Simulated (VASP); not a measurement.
Runs of VASP 6.6.1 on Zn. The structure is that of space group Im-3m (No. 229), or close to it. The cells are those of the table. 

| task | cell | k mesh | cutoff (eV) | gap on the mesh (eV) | pressure (GPa) |
| --- | --- | --- | --- | --- | --- |
| single point | a = 2.827 Å, angles 109.5°, 1 atom | 22 × 22 × 22 | 520 | none | 0.0 |
| single point | a = 2.749 Å, angles 109.5°, 1 atom | 15 × 15 × 15 | 520 | none | 4.0 |
| single point | a = 2.864 Å, angles 109.5°, 1 atom | 15 × 15 × 15 | 520 | none | (b) |
| relaxation of cell and atoms | relaxed from a = 2.703 Å, angles 109.5°, 1 atom | 14 × 14 × 14 | 600 | none | 0.0 |
| single point | a = 2.936 Å, angles 109.5°, 1 atom | 15 × 15 × 15 | 520 | none | -2.4 |
| single point | a = 2.709 Å, angles 109.5°, 1 atom | 15 × 15 × 15 | 520 | none | 6.9 |
| single point | a = 2.789 Å, angles 109.5°, 1 atom | 15 × 15 × 15 | 520 | none | (a) |
| single point | a = 2.827 Å, angles 109.5°, 1 atom | 15 × 15 × 15 | 520 | none | 0.2 |

Alike in all rows: level BLYP; potentials or basis VASP PAW PBE potentials, release 64 (Zn); no spin polarisation; smearing fermi-dirac 0.1 eV.

Problem. Estimate the missing entries.

Solution. (a) 1.8; (b) -1.0.

Caveats: the PAW data sets were made with another functional, which shifts forces and pressure a little.

A gap of «none» marks levels without a gap at the run's occupations.
